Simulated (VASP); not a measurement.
InPd:

```xyz
2
Lattice="3.2719 0.0000 0.0000 0.0000 3.2719 0.0000 0.0000 0.0000 3.2719" Properties=species:S:1:pos:R:3 pbc="T T T"
In    0.0000    0.0000    0.0000
Pd    1.6359    1.6359    1.6359
```

* Program: VASP 6.6.1
* Task: relaxation of cell and atoms
* Functional: PBE
* Potentials or basis: VASP PAW PBE potentials, release 64 (In_d, Pd)
* Cutoff: 600 eV
* k mesh: 14 × 14 × 14
* Occupations: gaussian, width 0.1 eV
* Spin: no spin polarisation

At the start: pressure 3.7 GPa; volume 17.51 Å³/atom.

**Question.** Where does the relaxation end?

**Answer.** Over 3 steps the energy falls by 6.1 meV/atom and the volume is 18.06 Å³/atom (+3.1 %); space group Pm-3m (No. 221, to 0.05 Å).

Step by step:
```
step  energy change (eV)  largest force (eV/Å)  pressure (GPa)  volume (Å³)
   1              0.0000                0.0000            3.71        35.03
   2             -0.0031                0.0000           -2.78        37.12
   3             -0.0121                0.0000            0.02        36.12
```

Final structure:
```
CELL_PARAMETERS angstrom
3.30546 0.00000 0.00000
0.00000 3.30546 0.00000
0.00000 0.00000 3.30546
ATOMIC_POSITIONS crystal
In 0.00000 0.00000 0.00000
Pd 0.50000 0.50000 0.50000
```
